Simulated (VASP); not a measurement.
A run of VASP 6.6.1 is set up as follows.

Contents of INCAR:

```
SYSTEM = GaN
PREC = Accurate ; ENCUT = 600
EDIFF = 1E-6 ; ISMEAR = 0
SIGMA = 0.01 ; LREAL = .FALSE.
LASPH = .TRUE. ; NELM = 120
ALGO = Normal ; ISIF = 2
LWAVE = .FALSE. ; LCHARG = .FALSE.
GGA = PE ; NBANDS = 16
GGA_COMPAT = .FALSE.
```

File KPOINTS:

```
Automatic mesh
0
G
  5 5 5
  0 0 0
```

POSCAR

```
GaN
1.0
    0.0000000000      2.2535000000      2.2535000000
    2.2535000000      0.0000000000      2.2535000000
    2.2535000000      2.2535000000      0.0000000000
Ga N
1 1
Direct
   -0.0001431887      0.0010796221      0.0017583872
    0.7507127555      0.7446259196      0.7412471933
```

Potentials or basis: VASP PAW PBE potentials, release 64 (Ga_d, N).

Command:

```bash
$ cat potpaw_PBE.64/Ga_d/POTCAR potpaw_PBE.64/N/POTCAR > POTCAR
$ mpirun -np 1 vasp_std > vasp.out
```

What does it give for the largest force?

0.527 eV/Å.

Predict the band gap on the k mesh.

1.63 eV, direct.

Predict the pressure.

5.1 GPa.

Stress tensor (GPa, compression positive):
```
 4.96 -0.53 -1.16
-0.53  5.09 -2.19
-1.16 -2.19  5.13
```

Caveat: the k points lie up to 0.48 Å⁻¹ apart. As with any semilocal functional, this PBE gap is likely too small.
